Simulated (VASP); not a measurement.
Runs of VASP 6.6.1 on WF. The structure is that of space group R3m (No. 160), or close to it. The cells are those of the table. 

| cell | gap on the mesh (eV) | pressure (GPa) | largest force (eV/Å) |
| --- | --- | --- | --- |
| a = 5.201 Å, angles 29.8°, 2 atoms | none | 13.6 | (b) |
| a = 5.238 Å, angles 29.8°, 2 atoms | none | 9.2 | 1.27 |
| a = 5.379 Å, angles 29.8°, 2 atoms | none | (c) | 0.33 |
| a = 5.413 Å, angles 29.8°, 2 atoms | none | -6.9 | 0.66 |
| a = 5.274 Å, angles 29.8°, 2 atoms | none | 5.3 | (a) |
| a = 5.309 Å, angles 29.8°, 2 atoms | none | -0.8 | 0.33 |
| a = 5.344 Å, angles 29.8°, 2 atoms | none | (d) | 0.02 |

Alike in all rows: task single point; level PBE; potentials or basis VASP PAW PBE potentials, release 64 (W_sv, F); no spin polarisation; k mesh 11 × 11 × 11; cutoff (eV) 520; smearing fermi-dirac 0.05 eV.

Q: Estimate the missing entries.

A: (a) 0.82; (b) 1.75; (c) -4.3; (d) -1.5.

Caveats: spin-orbit coupling is left out, which moves the levels of the heavy elements; an odd number of electrons without spin polarisation forces a metal; a magnetic or distorted state may lie lower.

A k mesh can miss the band edges, and the runs leave out spin-orbit coupling on W.

A gap of «none» marks levels without a gap at the run's occupations.
